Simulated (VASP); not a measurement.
# Hf (Fm-3m) in VASP: notebook

The runs below take Hf through single point, with revPBE.

Program: VASP 6.6.1. These are calculated values, not measurements. Logs are shortened: lines on timing, memory, paths and dates and some standing lists are left out, and cuts for length are marked.

**1. The cell of the first run**

It takes space group Fm-3m (No. 225, cubic). Conventional cell: a = 4.329 Å, b = 4.329 Å, c = 4.329 Å, α = 90.00°, β = 90.00°, γ = 90.00°. Hf (site symmetry m-3m) has 12 Hf at 3.06 Å within 4.0 Å.

**2. Single point, revPBE (volume scaled by 0.88)**

Contents of INCAR:

```
ALGO = Normal
EDIFF = 1E-6
ENCUT = 520
GGA = RE
ISIF = 2
ISMEAR = -1
LASPH = T
LCHARG = T
LELF = T
LREAL = F
LVHAR = T
LWAVE = F
NBANDS = 11
NELM = 80
PREC = Accurate
SIGMA = 0.1
```

Contents of KPOINTS:

```
k-points
0
Gamma
  14 14 14
```

Contents of POSCAR:

```
Hf
1.0
    0.0000000000      2.1646866511      2.1646866511
    2.1646866511      0.0000000000      2.1646866511
    2.1646866511      2.1646866511      0.0000000000
Hf
1
Direct
    0.0000000000      0.0000000000      0.0000000000
```

Potentials or basis: VASP PAW PBE potentials, release 64 (Hf_pv).

Started as:

```
$ cat potpaw_PBE.64/Hf_pv/POTCAR > POTCAR
$ mpirun -np 1 vasp_std > vasp.out
```

OUTCAR:

```text
EDIFF = 1E-6
   ENCUT = 520
   GGA = RE
   ISIF = 2
   ISMEAR = -1
   LASPH = T
   LREAL = F
   NELM = 80
   PREC = Accurate

 ion  position               nearest neighbor table
   1  0.000  0.000  0.000-

  LATTYP: Found a face centered cubic cell.
 ALAT       =     4.3293733022

  Lattice vectors:

 A1 = (   0.0000000000,   2.1646866511,   2.1646866511)
 A2 = (   2.1646866511,   0.0000000000,   2.1646866511)
 A3 = (   2.1646866511,   2.1646866511,   0.0000000000)

Analysis of symmetry for initial positions (statically):
=====================================================================
 Subroutine PRICEL returns:
 Original cell was already a primitive cell.

 Routine SETGRP: Setting up the symmetry group for a
 face centered cubic supercell.

 Subroutine GETGRP returns: Found 48 space group operations
 (whereof 48 operations were pure point group operations)
 out of a pool of 48 trial point group operations.

The static configuration has the point symmetry O_h .

Analysis of symmetry for dynamics (positions and initial velocities):
=====================================================================
 Subroutine PRICEL returns:
 Original cell was already a primitive cell.

 Routine SETGRP: Setting up the symmetry group for a
 face centered cubic supercell.

 Subroutine GETGRP returns: Found 48 space group operations
 (whereof 48 operations were pure point group operations)
 out of a pool of 48 trial point group operations.

The dynamic configuration has the point symmetry O_h .

 Subroutine INISYM returns: Found 48 space group operations
 (whereof 48 operations are pure point group operations),
 and found     1 'primitive' translations

----------------------------------------------------------------------------------------

                                     Primitive cell

  volume of cell :      20.2869

  direct lattice vectors                    reciprocal lattice vectors
     0.000000000  2.164686651  2.164686651    -0.230980313  0.230980313  0.230980313
     2.164686651  0.000000000  2.164686651     0.230980313 -0.230980313  0.230980313
     2.164686651  2.164686651  0.000000000     0.230980313  0.230980313 -0.230980313

  length of vectors
     3.061329220  3.061329220  3.061329220     0.400069637  0.400069637  0.400069637

  position of ions in fractional coordinates (direct lattice)
     0.000000000  0.000000000  0.000000000

  ion indices of the primitive-cell ions
   primitive index   ion index
                 1           1

----------------------------------------------------------------------------------------

 KPOINTS: k-points

Automatic generation of k-mesh.
 Grid dimensions read from file:
 generate k-points for:   14   14   14

 Generating k-lattice:

  Cartesian coordinates                     Fractional coordinates (reciprocal lattice)
    -0.016498594  0.016498594  0.016498594     0.071428571  0.000000000  0.000000000
     0.016498594 -0.016498594  0.016498594     0.000000000  0.071428571  0.000000000
     0.016498594  0.016498594 -0.016498594     0.000000000  0.000000000  0.071428571

  Length of vectors
     0.028576403  0.028576403  0.028576403

  Shift w.r.t. Gamma in fractional coordinates (k-lattice)
     0.000000000  0.000000000  0.000000000

 Subroutine IBZKPT returns following result:
 ===========================================

 Found    104 irreducible k-points:

 Following reciprocal coordinates:
            Coordinates               Weight
  0.000000  0.000000  0.000000      1.000000
  0.071429  0.000000  0.000000      8.000000
  0.142857  0.000000  0.000000      8.000000
  0.214286  0.000000  0.000000      8.000000
  0.285714  0.000000  0.000000      8.000000
  0.357143  0.000000  0.000000      8.000000
[... 16 lines left out ...]
  0.214286  0.142857  0.000000     24.000000
  0.285714  0.142857  0.000000     24.000000
 [... further k-points ...]
   k-points           NKPTS =    104   k-points in BZ     NKDIM =    104   number of bands    NBANDS=     11
   number of dos      NEDOS =    301   number of ions     NIONS =      1
   total plane-waves  NPLWV =  13824
   dimension x,y,z NGX =    24 NGY =   24 NGZ =   24
   dimension x,y,z NGXF=    48 NGYF=   48 NGZF=   48
   ions per type =               1
   NGX,Y,Z   is equivalent  to a cutoff of  13.03, 13.03, 13.03 a.u.
   NGXF,Y,Z  is equivalent  to a cutoff of  26.07, 26.07, 26.07 a.u.
 SYSTEM =  unknown system
   PREC   = accura    normal or accurate (medium, high low for compatibility)
   ISTART =      0    job   : 0-new  1-cont  2-samecut
   ICHARG =      2    charge: 1-file 2-atom 10-const
   ISPIN  =      1    spin polarized calculation?
   LNONCOLLINEAR =      F non collinear calculations
   LSORBIT =      F    spin-orbit coupling
   LASPH  =      T    aspherical Exc in radial PAW
   ENCUT  =  520.0 eV  38.22 Ry    6.18 a.u.   5.69  5.69  5.69*2*pi/ulx,y,z
   NELM   =     80;   NELMIN=  2; NELMDL= -5     # of ELM steps
   EDIFF  = 0.1E-05   stopping-criterion for ELM
   LREAL  =      F    real-space projection
   EDIFFG = 0.1E-04   stopping-criterion for IOM
   NSW    =      0    number of steps for IOM
   IBRION =     -1    ionic relax: 0-MD 1-quasi-New 2-CG
   NFREE  =      0    steps in history (QN), initial steepest desc. (CG)
   ISIF   =      2    stress and relaxation
   ISYM   =      2    0-nonsym 1-usesym 2-fastsym
   POTIM  = 0.5000    time-step for ionic-motion
   TEBEG  =    0.0;   TEEND  =   0.0 temperature during run
   PSTRESS=    0.0 pullay stress
   NELECT =      10.0000    total number of electrons
   NUPDOWN=      -1.0000    fix difference up-down
   EMIN   =  10.00;   EMAX   =-10.00  energy-range for DOS
   EFERMI =   0.00;   METHOD = LEGACY
   ISMEAR =    -1;   SIGMA  =   0.10  broadening in eV -4-tet -1-fermi 0-gaus
   EFERMI_NEDOS =   21; number of points for ismear=-14 and -15
   IALGO  =     38    algorithm
   IMIX   =      4    mixing-type and parameters
     AMIX     =   0.40;   BMIX     =  1.00
     AMIX_MAG =   1.60;   BMIX_MAG =  1.00
  volume/ion in A,a.u.               =      20.29       136.90
  Fermi-wavevector in a.u.,A,eV,Ry     =   1.293212  2.443817 22.754353  1.672398
  Thomas-Fermi vector in A             =   2.424872
   LORBIT       =      0    0 simple, 1 ext, 2 COOP (PROOUT), +10 PAW based schemes
   GGA     = RE    functional components
   LHFCALC =     F    Hartree Fock is set to
   AEXX    =    0.0000 exact exchange contribution
   IVDW    =     0    specifies the selected vdW correction
   LEPSILON=     F    determine dielectric tensor
   LRPA    =     F    only Hartree local field effects (RPA)
 non-spin polarized calculation
  energy-cutoff  :      520.00
  volume of cell :       20.29
 maximum number of plane-waves:       568
   NGX = 11   NGY = 11   NGZ = 11

 number of electron      10.0000000 magnetization

 Free energy of the ion-electron system (eV)
  ---------------------------------------------------
  ext. energy  EPLUGINS =         0.00000000
  ---------------------------------------------------
  free energy    TOTEN  =        -9.42530652 eV

  energy without entropy =       -9.38165291  energy(sigma->0) =       -9.40347972

 E-fermi :   5.5126     XC(G=0): -11.6956

 val. band max:        5.5002194052   @ k =  -0.4286   0.2857   0.1429
 cond. band min:       5.5143440269   @ k =   0.2857   0.0000   0.0000
 fundamental gap:      0.0141246217
 Fermi energy:         5.5126286399

 k-point     1 :       0.0000    0.0000    0.0000
  band No.  band energies     occupation
      1     -24.1594      2.00000
      2     -24.1594      2.00000
      3     -24.1594      2.00000
      4      -2.0195      2.00000
      5       6.9711      0.00000
      6       6.9711      0.00000
      7       6.9711      0.00000
      8      10.1398      0.00000
      9      10.1398      0.00000
     10      17.1195      0.00000
     11      18.9752      0.00000

 k-point     2 :       0.0714    0.0000    0.0000
  band No.  band energies     occupation
      1     -24.2197      2.00000
      2     -24.1668      2.00000
      3     -24.1668      2.00000
      4      -1.8189      2.00000
      5       6.7640      0.00001
      6       7.0669      0.00000
      7       7.0669      0.00000
      8      10.0272      0.00000
      9      10.0272      0.00000
     10      17.5687      0.00000
     11      18.9746      0.00000

 k-point     3 :       0.1429    0.0000    0.0000
  band No.  band energies     occupation
      1     -24.3855      2.00000
      2     -24.1873      2.00000
      3     -24.1873      2.00000
      4      -1.2504      2.00000
      5       6.2772      0.00096
      6       7.2871      0.00000
      7       7.2871      0.00000
      8       9.8236      0.00000
      9       9.8236      0.00000
     10      18.4998      0.00000
     11      18.9734      0.00000

 k-point     4 :       0.2143    0.0000    0.0000
  band No.  band energies     occupation
      1     -24.6177      2.00000
      2     -24.2168      2.00000
      3     -24.2168      2.00000
      4      -0.4190      2.00000
      5       5.7764      0.13356
      6       7.4079      0.00000
      7       7.4079      0.00000
      8       9.8798      0.00000
      9       9.8798      0.00000
     10      17.8387      0.00000
     11      18.9767      0.00000
[... 239 lines left out ...]
 k-point    22 :       0.1429    0.1429    0.0000
  band No.  band energies     occupation
      1     -24.3800      2.00000
      2     -24.2362      2.00000
      3     -24.2362      2.00000
      4      -0.9928      2.00000
      5       5.8778      0.05059
      6       7.6053      0.00000
      7       7.6053      0.00000
      8       8.6925      0.00000
      9      10.5203      0.00000
     10      18.9737      0.00000
     11      19.3332      0.00000

 k-point    23 :       0.2143    0.1429    0.0000
  band No.  band energies     occupation
      1     -24.5306      2.00000
      2     -24.2740      2.00000
      3     -24.2652      2.00000
      4      -0.3626      2.00000
      5       5.4286      1.39686
      6       7.6075      0.00000
      7       7.9050      0.00000
      8       8.5154      0.00000
      9      10.7126      0.00000
     10      18.9720      0.00000
     11      19.9951      0.00000

 k-point    24 :       0.2857    0.1429    0.0000
  band No.  band energies     occupation
      1     -24.7343      2.00000
      2     -24.3109      2.00000
      3     -24.3002      2.00000
      4       0.4788      2.00000
      5       5.0664      1.97719
      6       7.0012      0.00000
      7       8.0108      0.00000
      8       9.2588      0.00000
      9      11.1212      0.00000
     10      18.8934      0.00000
     11      19.0272      0.00000

 [... further k-points ...]
[... 5 lines left out ...]
  --------------------------------------------------------------------------------------
  -------------------------------------------------------------------------------------
  Total        1.8890188      1.8890188      1.8890188      0.0000000      0.0000000     -0.0000000
  in kB      149.1872659    149.1872659    149.1872659      0.0000000      0.0000000     -0.0000000
  external PRESSURE =     149.1872659 kB  Pullay stress =       0.0000000 kB

 VOLUME and BASIS-vectors are now :
 -----------------------------------------------------------------------------
  energy-cutoff  :      520.00
  volume of cell :       20.29
      direct lattice vectors                 reciprocal lattice vectors
     0.000000000  2.164686651  2.164686651    -0.230980313  0.230980313  0.230980313
     2.164686651  0.000000000  2.164686651     0.230980313 -0.230980313  0.230980313
     2.164686651  2.164686651  0.000000000     0.230980313  0.230980313 -0.230980313

 POSITION                                       TOTAL-FORCE (eV/Angst)
 -----------------------------------------------------------------------------------
      0.00000      0.00000      0.00000        -0.000000     -0.000000     -0.000000
 -----------------------------------------------------------------------------------
    total drift:                               -0.000000      0.000000      0.000000

  FREE ENERGIE OF THE ION-ELECTRON SYSTEM (eV)
  ---------------------------------------------------
  free  energy   TOTEN  =        -9.4253065190 eV

  energy  without entropy=       -9.3816529133  energy(sigma->0) =       -9.40347972
```

Wall time 23 s (1 thread of Intel Xeon 6975P-C, shared host); peak memory 0.15 GiB.

What came out:

- Free energy: -9.4253 eV
- Pressure: 14.9 GPa
- Band gap on the k mesh: zero (band 5 reaches 6.97 eV, above the bottom of band 6 at 4.78 eV)

Caveat: the PAW data sets were made with another functional, which shifts forces and pressure a little; spin-orbit coupling is left out, which moves the levels of the heavy elements.

**3. Single point, revPBE (volume scaled by 0.92)**

Contents of INCAR:

```
  PREC = Accurate
  ENCUT = 520
  EDIFF = 1E-7
  ISMEAR = -1
  SIGMA = 0.1
  LREAL = F
  LASPH = T
  NELM = 80
  ALGO = Normal
  ISIF = 2
  LWAVE = F
  LCHARG = F
  GGA = RE
  NBANDS = 11
```

Contents of KPOINTS:

```
regular mesh
0
Gamma
  14 14 14
```

Contents of POSCAR:

```
Hf
1.0
    0.0000000000      2.1970001710      2.1970001710
    2.1970001710      0.0000000000      2.1970001710
    2.1970001710      2.1970001710      0.0000000000
Hf
1
Direct
    0.0000000000      0.0000000000      0.0000000000
```

Potentials or basis: VASP PAW PBE potentials, release 64 (Hf_pv).

Started as:

```
$ cat potpaw_PBE.64/Hf_pv/POTCAR > POTCAR
$ mpirun -np 1 vasp_std > vasp.out
```

Wall time 26 s (1 thread of Intel Xeon 6975P-C, shared host); peak memory 0.15 GiB.

Results (log left out):

```
Free energy            : -9.4934 eV
Pressure               : 8.9 GPa
Band gap on the k mesh : zero (band 5 reaches 6.63 eV, above the bottom of band 6 at 4.50 eV)
```

Levels at points of the mesh, in eV from the Fermi level:
```csv
k point,band 3,band 4,band 5,band 6,band 7,band 8
"(0.00, 0.00, 0.00)",-29.84,-7.39,1.45,1.45,1.45,4.44
"(0.50, 0.00, 0.00)",-29.96,-3.78,0.74,1.20,1.20,6.71
"(0.50, 0.50, 0.00)",-30.18,-3.47,-2.31,2.80,6.73,7.38
```

Caveat: the PAW data sets were made with another functional, which shifts forces and pressure a little; spin-orbit coupling is left out, which moves the levels of the heavy elements.

**4. Single point, revPBE (volume scaled by 0.96)**

INCAR, as its differences from that of step 3:

```diff
@@ -2,3 +2,3 @@
   ENCUT = 520
-  EDIFF = 1E-7
+  EDIFF = 1E-6
   ISMEAR = -1
@@ -7,3 +7,3 @@
   LASPH = T
-  NELM = 80
+  NELM = 100
   ALGO = Normal
```

Contents of KPOINTS:

```
Automatic mesh
0
Gamma
  14 14 14
```

Contents of POSCAR:

```
Hf
1.0
    0.0000000000      2.2283901287      2.2283901287
    2.2283901287      0.0000000000      2.2283901287
    2.2283901287      2.2283901287      0.0000000000
Hf
1
Direct
    0.0000000000      0.0000000000      0.0000000000
```

Started as:

```
$ cat potpaw_PBE.64/Hf_pv/POTCAR > POTCAR
$ mpirun -np 1 vasp_std > vasp.out
```

Wall time 25 s (1 thread of Intel Xeon 6975P-C, shared host); peak memory 0.15 GiB.

The run converged. Its results:

```
Free energy            : -9.5297 eV
Pressure               : 3.8 GPa
Band gap on the k mesh : zero (band 5 reaches 6.32 eV, above the bottom of band 6 at 4.23 eV)
```

Levels at points of the mesh, in eV from the Fermi level:
```csv
k point,band 3,band 4,band 5,band 6,band 7,band 8
"(0.00, 0.00, 0.00)",-30.00,-7.25,1.43,1.43,1.43,4.27
"(0.50, 0.00, 0.00)",-30.11,-3.66,0.59,1.21,1.21,6.41
"(0.50, 0.50, 0.00)",-30.30,-3.29,-2.16,2.56,6.43,7.03
```

Caveat: the PAW data sets were made with another functional, which shifts forces and pressure a little; spin-orbit coupling is left out, which moves the levels of the heavy elements.

(Part 1 of 2 ends here.)
